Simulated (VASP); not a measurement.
# Y2CF2 (P-3m1) in VASP: notebook

Aim: see how the results for Y2CF2 move with the level of theory and the settings. Levels: PBEsol, PBE, LDA, r2SCAN. Tasks: single point.

All numbers are computed with VASP 6.6.1; they aren't measurements. Logs are shortened: lines on timing, memory, paths and dates and some standing lists are left out, and cuts for length are marked.

## (1) The cell of the first run

It takes space group P-3m1 (No. 164, trigonal). The conventional cell has a = 3.626 Å, b = 3.626 Å, c = 6.329 Å, α = 90.00°, β = 90.00°, γ = 120.00°. Within 3.1 Å of Y (site symmetry 3m) lie 4 F at 2.36 to 2.54 Å and 3 C at 2.49 Å. C (site symmetry -3m) has 6 Y at 2.49 Å and 6 F at 3.21 Å within 3.3 Å. Within 3.1 Å of F (site symmetry 3m) lie 4 Y at 2.36 to 2.54 Å and 3 F at 2.55 Å.

## (2) Single point, PBEsol

INCAR

```
SYSTEM = Y2CF2
PREC = Accurate
ENCUT = 520
EDIFF = 1E-6
ISMEAR = -1
SIGMA = 0.02
LREAL = .FALSE.
LASPH = .TRUE.
NELM = 100
ALGO = Normal
ISIF = 2
LWAVE = .FALSE.
LCHARG = .TRUE.
GGA = PS
LELF = .TRUE.
LVHAR = .TRUE.
NBANDS = 28
```

KPOINTS

```
Automatic mesh
0
G
  12 12 4
  0 0 0
```

POSCAR

```
Y2CF2
1.0
    3.6262820756      0.0000000000      0.0000000000
   -1.8131410378      3.1404523987      0.0000000000
    0.0000000000      0.0000000000      6.3287267200
Y C F
2 1 2
Direct
    0.3333333333      0.6666666667      0.2130028246
    0.6666666667      0.3333333333      0.7869971754
    0.0000000000      0.0000000000      0.0000000000
    0.3333333333      0.6666666667      0.6146537798
    0.6666666667      0.3333333333      0.3853462202
```

Potentials or basis: VASP PAW PBE potentials, release 64 (Y_sv, C, F).

Run with:

```console
cat potpaw_PBE.64/Y_sv/POTCAR potpaw_PBE.64/C/POTCAR potpaw_PBE.64/F/POTCAR > POTCAR
mpirun -np 1 vasp_std > vasp.out
```

OUTCAR:

```text
SYSTEM = Y2CF2
   PREC = Accurate
   ENCUT = 520
   EDIFF = 1E-6
   ISMEAR = -1
   LREAL = .FALSE.
   LASPH = .TRUE.
   NELM = 100
   ISIF = 2
   GGA = PS

 ion  position               nearest neighbor table
   1  0.333  0.667  0.213-   5 2.36   5 2.36   5 2.36   3 2.49   3 2.49   3 2.49   4 2.54   2 3.41
                             2 3.41   2 3.41   2 4.19   2 4.19   2 4.19
   2  0.667  0.333  0.787-   4 2.36   4 2.36   4 2.36   3 2.49   3 2.49   3 2.49   5 2.54   1 3.41
                             1 3.41   1 3.41   1 4.19   1 4.19   1 4.19
   3  0.000  0.000  0.000-   1 2.49   2 2.49   1 2.49   2 2.49   2 2.49   1 2.49
   4  0.333  0.667  0.615-   2 2.36   2 2.36   2 2.36   1 2.54
   5  0.667  0.333  0.385-   1 2.36   1 2.36   1 2.36   2 2.54

  LATTYP: Found a hexagonal cell.
 ALAT       =     3.6262820756
 C/A-ratio  =     1.7452383979

  Lattice vectors:

 A1 = (   3.6262820756,   0.0000000000,   0.0000000000)
 A2 = (  -1.8131410378,   3.1404523987,   0.0000000000)
 A3 = (   0.0000000000,   0.0000000000,   6.3287267200)

Analysis of symmetry for initial positions (statically):
=====================================================================
 Subroutine PRICEL returns:
 Original cell was already a primitive cell.

 Routine SETGRP: Setting up the symmetry group for a
 hexagonal supercell.

 Subroutine GETGRP returns: Found 12 space group operations
 (whereof 12 operations were pure point group operations)
 out of a pool of 24 trial point group operations.

The static configuration has the point symmetry D_3d.

Analysis of symmetry for dynamics (positions and initial velocities):
=====================================================================
 Subroutine PRICEL returns:
 Original cell was already a primitive cell.

 Routine SETGRP: Setting up the symmetry group for a
 hexagonal supercell.

 Subroutine GETGRP returns: Found 12 space group operations
 (whereof 12 operations were pure point group operations)
 out of a pool of 24 trial point group operations.

The dynamic configuration has the point symmetry D_3d.

 Subroutine INISYM returns: Found 12 space group operations
 (whereof 12 operations are pure point group operations),
 and found     1 'primitive' translations

----------------------------------------------------------------------------------------

                                     Primitive cell

  volume of cell :      72.0726

  direct lattice vectors                    reciprocal lattice vectors
     3.626282076  0.000000000  0.000000000     0.275764538  0.159212730  0.000000000
    -1.813141038  3.140452399  0.000000000     0.000000000  0.318425460  0.000000000
     0.000000000  0.000000000  6.328726720     0.000000000  0.000000000  0.158009667

  length of vectors
     3.626282076  3.626282076  6.328726720     0.318425460  0.318425460  0.158009667

  position of ions in fractional coordinates (direct lattice)
     0.333333333  0.666666667  0.213002825
     0.666666667  0.333333333  0.786997175
     0.000000000  0.000000000  0.000000000
     0.333333333  0.666666667  0.614653780
     0.666666667  0.333333333  0.385346220

  ion indices of the primitive-cell ions
   primitive index   ion index
                 1           1
                 2           2
                 3           3
                 4           4
                 5           5

----------------------------------------------------------------------------------------

 KPOINTS: Automatic mesh

Automatic generation of k-mesh.
 Grid dimensions read from file:
 generate k-points for:   12   12    4

 Generating k-lattice:

  Cartesian coordinates                     Fractional coordinates (reciprocal lattice)
     0.022980378  0.013267728  0.000000000     0.083333333 -0.000000000  0.000000000
     0.000000000  0.026535455  0.000000000     0.000000000  0.083333333  0.000000000
     0.000000000  0.000000000  0.039502417     0.000000000  0.000000000  0.250000000

  Length of vectors
     0.026535455  0.026535455  0.039502417

  Shift w.r.t. Gamma in fractional coordinates (k-lattice)
     0.000000000  0.000000000  0.000000000

 Subroutine IBZKPT returns following result:
 ===========================================

 Found     69 irreducible k-points:

 Following reciprocal coordinates:
            Coordinates               Weight
  0.000000  0.000000  0.000000      1.000000
  0.083333 -0.000000  0.000000      6.000000
  0.166667 -0.000000  0.000000      6.000000
  0.250000  0.000000  0.000000      6.000000
  0.333333 -0.000000  0.000000      6.000000
  0.416667 -0.000000  0.000000      6.000000
[... 16 lines left out ...]
  0.166667 -0.000000  0.250000      6.000000
  0.000000  0.166667  0.250000      6.000000
 [... further k-points ...]
   k-points           NKPTS =     69   k-points in BZ     NKDIM =     69   number of bands    NBANDS=     28
   number of dos      NEDOS =    301   number of ions     NIONS =      5
   total plane-waves  NPLWV =  37632
   dimension x,y,z NGX =    28 NGY =   28 NGZ =   48
   dimension x,y,z NGXF=    56 NGYF=   56 NGZF=   96
   ions per type =               2   1   2
   NGX,Y,Z   is equivalent  to a cutoff of  12.84, 12.84, 12.61 a.u.
   NGXF,Y,Z  is equivalent  to a cutoff of  25.67, 25.67, 25.22 a.u.
 SYSTEM =  Y2CF2
   PREC   = accura    normal or accurate (medium, high low for compatibility)
   ISTART =      0    job   : 0-new  1-cont  2-samecut
   ICHARG =      2    charge: 1-file 2-atom 10-const
   ISPIN  =      1    spin polarized calculation?
   LNONCOLLINEAR =      F non collinear calculations
   LSORBIT =      F    spin-orbit coupling
   LASPH  =      T    aspherical Exc in radial PAW
   ENCUT  =  520.0 eV  38.22 Ry    6.18 a.u.   6.74  6.74 11.77*2*pi/ulx,y,z
   NELM   =    100;   NELMIN=  2; NELMDL= -5     # of ELM steps
   EDIFF  = 0.1E-05   stopping-criterion for ELM
   LREAL  =      F    real-space projection
[... 7 lines left out ...]
   TEBEG  =    0.0;   TEEND  =   0.0 temperature during run
   PSTRESS=    0.0 pullay stress
   NELECT =      40.0000    total number of electrons
   NUPDOWN=      -1.0000    fix difference up-down
   EMIN   =  10.00;   EMAX   =-10.00  energy-range for DOS
   EFERMI =   0.00;   METHOD = LEGACY
   ISMEAR =    -1;   SIGMA  =   0.02  broadening in eV -4-tet -1-fermi 0-gaus
   EFERMI_NEDOS =   21; number of points for ismear=-14 and -15
   IALGO  =     38    algorithm
   IMIX   =      4    mixing-type and parameters
     AMIX     =   0.40;   BMIX     =  1.00
     AMIX_MAG =   1.60;   BMIX_MAG =  1.00
  volume/ion in A,a.u.               =      14.41        97.27
  Fermi-wavevector in a.u.,A,eV,Ry     =   1.345359  2.542359 24.626412  1.809990
  Thomas-Fermi vector in A             =   2.473278
   LORBIT       =      0    0 simple, 1 ext, 2 COOP (PROOUT), +10 PAW based schemes
   GGA     = PS    functional components
   LHFCALC =     F    Hartree Fock is set to
   AEXX    =    0.0000 exact exchange contribution
   IVDW    =     0    specifies the selected vdW correction
   LEPSILON=     F    determine dielectric tensor
   LRPA    =     F    only Hartree local field effects (RPA)
 non-spin polarized calculation
  energy-cutoff  :      520.00
  volume of cell :       72.07
 maximum number of plane-waves:      1957
 NGX is ok and might be reduce to    28
   NGX = 13   NGY = 13   NGZ = 23

 number of electron      40.0000003 magnetization

 Free energy of the ion-electron system (eV)
  ---------------------------------------------------
  ext. energy  EPLUGINS =         0.00000000
  ---------------------------------------------------
  free energy    TOTEN  =       -39.55533117 eV

  energy without entropy =      -39.55533117  energy(sigma->0) =      -39.55533117

 E-fermi :   4.2622     XC(G=0): -10.8527

 val. band max:        3.7986009972   @ k =   0.0000   0.0000   0.5000
 cond. band min:       4.8552689347   @ k =   0.5000   0.0000   0.0000
 fundamental gap:      1.0566679375
 Fermi energy:         4.2621708804

 k-point     1 :       0.0000    0.0000    0.0000
  band No.  band energies     occupation
      1     -37.5733      2.00000
      2     -37.4996      2.00000
      3     -21.4353      2.00000
      4     -20.5215      2.00000
      5     -17.4899      2.00000
      6     -17.4470      2.00000
[... 20 lines left out ...]
     27       9.0868      0.00000
     28       9.4781      0.00000

 k-point     2 :       0.0833   -0.0000    0.0000
  band No.  band energies     occupation
      1     -37.5688      2.00000
      2     -37.4973      2.00000
      3     -21.4283      2.00000
      4     -20.5509      2.00000
      5     -17.6052      2.00000
      6     -17.4595      2.00000
[... 20 lines left out ...]
     27       9.0938      0.00000
     28       9.5116      0.00000

 k-point     3 :       0.1667   -0.0000    0.0000
  band No.  band energies     occupation
      1     -37.5561      2.00000
      2     -37.4911      2.00000
      3     -21.4085      2.00000
      4     -20.6321      2.00000
      5     -17.7502      2.00000
      6     -17.4919      2.00000
[... 20 lines left out ...]
     27       9.4586      0.00000
     28       9.6063      0.00000

 k-point     4 :       0.2500    0.0000    0.0000
  band No.  band energies     occupation
      1     -37.5382      2.00000
      2     -37.4833      2.00000
      3     -21.3783      2.00000
      4     -20.7478      2.00000
      5     -17.8563      2.00000
      6     -17.5333      2.00000
[... 578 lines left out ...]
     27       9.2258      0.00000
     28       9.4850      0.00000

 k-point    23 :       0.1667   -0.0000    0.2500
  band No.  band energies     occupation
      1     -37.5517      2.00000
      2     -37.4956      2.00000
      3     -21.4070      2.00000
      4     -20.6280      2.00000
      5     -17.8141      2.00000
      6     -17.4858      2.00000
[... 20 lines left out ...]
     27       9.3145      0.00000
     28       9.4072      0.00000

 k-point    24 :       0.0000    0.1667    0.2500
  band No.  band energies     occupation
      1     -37.5517      2.00000
      2     -37.4956      2.00000
      3     -21.4069      2.00000
      4     -20.6286      2.00000
      5     -17.8085      2.00000
      6     -17.4829      2.00000
[... 20 lines left out ...]
     27       9.4320      0.00000
     28       9.6978      0.00000

 [... further k-points ...]
[... 5 lines left out ...]
  --------------------------------------------------------------------------------------
  -------------------------------------------------------------------------------------
  Total       -0.0573290     -0.0573290     -0.0899135      0.0000000      0.0000000      0.0000000
  in kB       -1.2744259     -1.2744259     -1.9987809      0.0000000      0.0000000      0.0000000
  external PRESSURE =      -1.5158776 kB  Pullay stress =       0.0000000 kB

 VOLUME and BASIS-vectors are now :
 -----------------------------------------------------------------------------
  energy-cutoff  :      520.00
  volume of cell :       72.07
      direct lattice vectors                 reciprocal lattice vectors
     3.626282076  0.000000000  0.000000000     0.275764538  0.159212730  0.000000000
    -1.813141038  3.140452399  0.000000000     0.000000000  0.318425460  0.000000000
     0.000000000  0.000000000  6.328726720     0.000000000  0.000000000  0.158009667

 POSITION                                       TOTAL-FORCE (eV/Angst)
 -----------------------------------------------------------------------------------
     -0.00000      2.09363      1.34804         0.000000     -0.000000     -0.005704
      1.81314      1.04682      4.98069         0.000000      0.000000      0.005704
      0.00000      0.00000      0.00000         0.000000      0.000000     -0.000000
     -0.00000      2.09363      3.88998        -0.000000     -0.000000     -0.003807
      1.81314      1.04682      2.43875         0.000000      0.000000      0.003807
 -----------------------------------------------------------------------------------
    total drift:                                0.000000     -0.000000      0.000000

  FREE ENERGIE OF THE ION-ELECTRON SYSTEM (eV)
  ---------------------------------------------------
  free  energy   TOTEN  =       -39.5553311693 eV

  energy  without entropy=      -39.5553311693  energy(sigma->0) =      -39.55533117
```

It took 91 s on 1 thread of AMD EPYC 9R45 (Zen 5), shared host; peak memory 0.26 GiB.

What came out:

| Property | Result |
| --- | --- |
| Free energy | -39.5553 eV |
| Pressure | -0.2 GPa |
| Largest force | 0.006 eV/Å |
| Band gap on the k mesh | 1.06 eV, indirect (least direct gap 1.20 eV) |

Forces in eV/Å, atoms in the order of the input:
```
Y    0.000  0.000 -0.006
Y    0.000  0.000  0.006
C    0.000  0.000  0.000
F    0.000  0.000 -0.004
F    0.000  0.000  0.004
```

Caveat: the PAW data sets were made with another functional, which shifts forces and pressure a little.

(Continued in part 2 of 2.)
